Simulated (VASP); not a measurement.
# BP (F-43m) in VASP: notebook, part 2 of 2

VASP 6.6.1. Earlier steps stand in the parts before.

### 5 Relaxation of cell and atoms, PBEsol, target pressure 2 GPa, at which the enthalpy is minimised

This run uses another cell than the first one, of 11.54 Å³/atom, 1.006 times its volume.

INCAR reads:

```
SYSTEM = BP
PREC = Accurate ; ENCUT = 600
EDIFF = 1E-7 ; ISMEAR = 0
SIGMA = 0.01 ; LREAL = .False.
LASPH = .True. ; NELM = 80
ALGO = Normal ; ISIF = 3
LWAVE = .False. ; LCHARG = .False.
GGA = PS ; IBRION = 2
NSW = 100 ; EDIFFG = -0.002
PSTRESS = 20.0
```

KPOINTS reads:

```
regular mesh
0
Gamma
  8 8 8
  0 0 0
```

POSCAR reads:

```
BP
1.0
    0.0000000000      2.2600703551      2.2600703551
    2.2600703551      0.0000000000      2.2600703551
    2.2600703551      2.2600703551      0.0000000000
B P
1 1
Direct
    0.0000000000      0.0000000000      0.0000000000
    0.7500000000      0.7500000000      0.7500000000
```

Potentials or basis: VASP PAW PBE potentials, release 64 (B, P).

The run is started by

```
cat potpaw_PBE.64/B/POTCAR potpaw_PBE.64/P/POTCAR > POTCAR
mpirun -np 1 vasp_std > vasp.out
```

OUTCAR:

```text
SYSTEM = BP
   PREC = Accurate
   ENCUT = 600
   EDIFF = 1E-7
   ISMEAR = 0
   LREAL = .False.
   LASPH = .True.
   NELM = 80
   ISIF = 3
   GGA = PS
   IBRION = 2
   NSW = 100
   EDIFFG = -0.002
   PSTRESS = 20.0

 ion  position               nearest neighbor table
   1  0.000  0.000  0.000-   2 1.96   2 1.96   2 1.96   2 1.96
   2  0.750  0.750  0.750-   1 1.96   1 1.96   1 1.96   1 1.96

  LATTYP: Found a face centered cubic cell.
 ALAT       =     4.5201407102

  Lattice vectors:

 A1 = (   0.0000000000,   2.2600703551,   2.2600703551)
 A2 = (   2.2600703551,   0.0000000000,   2.2600703551)
 A3 = (   2.2600703551,   2.2600703551,   0.0000000000)

Analysis of symmetry for initial positions (statically):
=====================================================================
 Subroutine PRICEL returns:
 Original cell was already a primitive cell.

 Routine SETGRP: Setting up the symmetry group for a
 face centered cubic supercell.

 Subroutine GETGRP returns: Found 24 space group operations
 (whereof 24 operations were pure point group operations)
 out of a pool of 48 trial point group operations.

The static configuration has the point symmetry T_d .

Analysis of symmetry for dynamics (positions and initial velocities):
=====================================================================
 Subroutine PRICEL returns:
 Original cell was already a primitive cell.

 Routine SETGRP: Setting up the symmetry group for a
 face centered cubic supercell.

 Subroutine GETGRP returns: Found 24 space group operations
 (whereof 24 operations were pure point group operations)
 out of a pool of 48 trial point group operations.

The dynamic configuration has the point symmetry T_d .

 Subroutine INISYM returns: Found 24 space group operations
 (whereof 24 operations are pure point group operations),
 and found     1 'primitive' translations

----------------------------------------------------------------------------------------

                                     Primitive cell

  volume of cell :      23.0885
[... 118 lines left out ...]
   LEPSILON=     F    determine dielectric tensor
   LRPA    =     F    only Hartree local field effects (RPA)
 conjugate gradient relaxation of ions
 non-spin polarized calculation
 Gauss-broadening in eV      SIGMA  =   0.01
  energy-cutoff  :      600.00
  volume of cell :       23.09
 maximum number of plane-waves:       784
 NGX is ok and might be reduce to    28
   NGX = 13   NGY = 13   NGZ = 13

--------------------------------------- Ionic step        1  -------------------------------------------

 number of electron       8.0000000 magnetization

 Free energy of the ion-electron system (eV)
  ---------------------------------------------------
  ext. energy  EPLUGINS =         0.00000000
  ---------------------------------------------------
  free energy    TOTEN  =       -13.67320633 eV

  energy without entropy =      -13.67320633  energy(sigma->0) =      -13.67320633

------------------------ aborting loop because EDIFF is reached ----------------------------------------

  FORCE on cell =-STRESS in cart. coord.  units (eV):
  Direction    XX          YY          ZZ          XY          YZ          ZX
  --------------------------------------------------------------------------------------
  -------------------------------------------------------------------------------------
  Total        0.0183052      0.0183052      0.0183052     -0.0000000     -0.0000000     -0.0000000
  in kB        1.2702504      1.2702504      1.2702504     -0.0000000     -0.0000000     -0.0000000
  external PRESSURE =     -18.7297496 kB  Pullay stress =      20.0000000 kB
[... 63 lines left out ...]
--------------------------------------- Ionic step        3  -------------------------------------------

 number of electron       8.0000000 magnetization

 Free energy of the ion-electron system (eV)
  ---------------------------------------------------
  ext. energy  EPLUGINS =         0.00000000
  ---------------------------------------------------
  free energy    TOTEN  =       -13.67157128 eV

  energy without entropy =      -13.67157128  energy(sigma->0) =      -13.67157128

 E-fermi :   7.7508     XC(G=0): -11.1411

 val. band max:        7.6758656723   @ k =   0.0000   0.0000   0.0000
 cond. band min:       8.8123289934   @ k =   0.3750   0.3750   0.0000
 fundamental gap:      1.1364633211
 Fermi energy:         7.7508167366

 k-point     1 :       0.0000    0.0000    0.0000
  band No.  band energies     occupation
      1      -8.0259      2.00000
      2       7.6759      2.00000
      3       7.6759      2.00000
      4       7.6759      2.00000
      5      11.0666      0.00000
      6      11.0666      0.00000
      7      11.0666      0.00000
      8      15.3641      0.00000
[... 243 lines left out ...]
 k-point    24 :      -0.3750    0.2500    0.1250
  band No.  band energies     occupation
      1      -3.9137      2.00000
      2      -0.9654      2.00000
      3       3.0466      2.00000
      4       4.4590      2.00000
      5      11.7758      0.00000
      6      12.8879      0.00000
      7      16.0962      0.00000
      8      17.5396      0.00000

 [... further k-points ...]
[... 5 lines left out ...]
  --------------------------------------------------------------------------------------
  -------------------------------------------------------------------------------------
  Total        0.2856053      0.2856053      0.2856053      0.0000000     -0.0000000      0.0000000
  in kB       20.0346200     20.0346200     20.0346200      0.0000000     -0.0000000      0.0000000
  external PRESSURE =       0.0346200 kB  Pullay stress =      20.0000000 kB
[... 21 lines left out ...]
  energy  without entropy=      -13.6715712803  energy(sigma->0) =      -13.67157128

  enthalpy is  TOTEN    =       -13.3864595394 eV   P V=        0.2851117409

 reached required accuracy - stopping structural energy minimisation
```

OSZICAR:

```text
N       E                     dE             d eps       ncg     rms          rms(c)
DAV:   1     0.156075113598E+02    0.15608E+02   -0.46131E+03   464   0.102E+03
DAV:   2    -0.140711295201E+02   -0.29679E+02   -0.28621E+02   712   0.126E+02
DAV:   3    -0.144070566802E+02   -0.33593E+00   -0.33593E+00   528   0.178E+01
[... 23 lines left out ...]
DAV:   3    -0.136715866987E+02    0.15057E-03   -0.32652E-04   568   0.104E-01    0.257E-02
DAV:   4    -0.136715748342E+02    0.11865E-04   -0.12318E-05   600   0.261E-02    0.200E-02
DAV:   5    -0.136715716640E+02    0.31702E-05   -0.29258E-06   624   0.120E-02    0.960E-03
DAV:   6    -0.136715713068E+02    0.35728E-06   -0.57535E-08   312   0.208E-03    0.914E-04
DAV:   7    -0.136715712803E+02    0.26459E-07   -0.73114E-09   232   0.666E-04
   3 F= -.13386460E+02 E0= -.13386460E+02  d E =-.146735E-02
```

CONTCAR:

```text
BP
   1.00000000000000
    -0.0000000000000000    2.2519317857571193    2.2519317857571193
     2.2519317857571193   -0.0000000000000000    2.2519317857571193
     2.2519317857571193    2.2519317857571193   -0.0000000000000000
  B               P
     1     1
Direct
     0.0000000000000000    0.0000000000000000    0.0000000000000000
     0.7500000000000000    0.7500000000000000    0.7500000000000000

  0.00000000E+00  0.00000000E+00  0.00000000E+00
  0.00000000E+00  0.00000000E+00  0.00000000E+00
```

It took 23 s on 1 thread of Intel Xeon 8259CL, shared host; peak memory 0.15 GiB.

Results:

| Property | Result |
| --- | --- |
| Free energy | -13.6716 eV |
| Relaxed volume | 11.42 Å³/atom |
| Relaxed cell | a = 3.185 Å, b = 3.185 Å, c = 3.185 Å, α = 60.00°, β = 60.00°, γ = 60.00° |
| Space group after relaxing (to 0.05 Å) | F-43m (No. 216) |
| Energy change on relaxing (the enthalpy is what falls) | +0.8 meV/atom |
| Ionic steps | 3 |
| Pressure after relaxing | 2.0 GPa |
| Band gap on the k mesh | 1.14 eV, indirect (least direct gap 3.39 eV) |

Step by step:
```csv
step,energy change (eV),largest force (eV/Å),pressure (GPa),volume (Å³)
1,0.0000,0.0000,0.13,23.09
2,0.0051,0.0000,3.58,22.64
3,0.0016,0.0000,2.00,22.84
```

Final structure:
```yaml
crystal:
  lattice:
    - [0.00000, 2.25193, 2.25193]
    - [2.25193, 0.00000, 2.25193]
    - [2.25193, 2.25193, 0.00000]
  atoms:
    - { symbol: B, position: [0.00000, 0.00000, 0.00000] }
    - { symbol: P, position: [0.75000, 0.75000, 0.75000] }
```

Caveat: the cell is relaxed towards a set pressure, so the enthalpy falls and the energy may rise; the PAW data sets were made with another functional, which shifts forces and pressure a little. A k mesh can miss the band edges.

### 6 Overview

| task | cell | cutoff (eV) | gap on the mesh (eV) | pressure (GPa) |
| --- | --- | --- | --- | --- |
| single point | a = 3.190 Å, angles 60.0°, 2 atoms | 520 | 1.14 | 1.1 |
| single point | a = 3.184 Å, angles 60.0°, 2 atoms | 520 | 1.14 | 2.1 |
| relaxation of cell and atoms | relaxed to 1 GPa from a = 3.196 Å, angles 60.0°, 2 atoms | 600 | 1.14 | 1.0 |
| relaxation of cell and atoms | relaxed to 2 GPa from a = 3.196 Å, angles 60.0°, 2 atoms | 600 | 1.14 | 2.0 |

Alike in all rows: level PBEsol; potentials or basis VASP PAW PBE potentials, release 64 (B, P); no spin polarisation; k mesh 8 × 8 × 8; smearing gaussian 0.01 eV.

Caveats: the PAW data sets were made with another functional, which shifts forces and pressure a little; the cell is relaxed towards a set pressure, so the enthalpy falls and the energy may rise (some runs).

Total energies depend on the potentials used, so only differences within one code and one set of settings carry meaning.
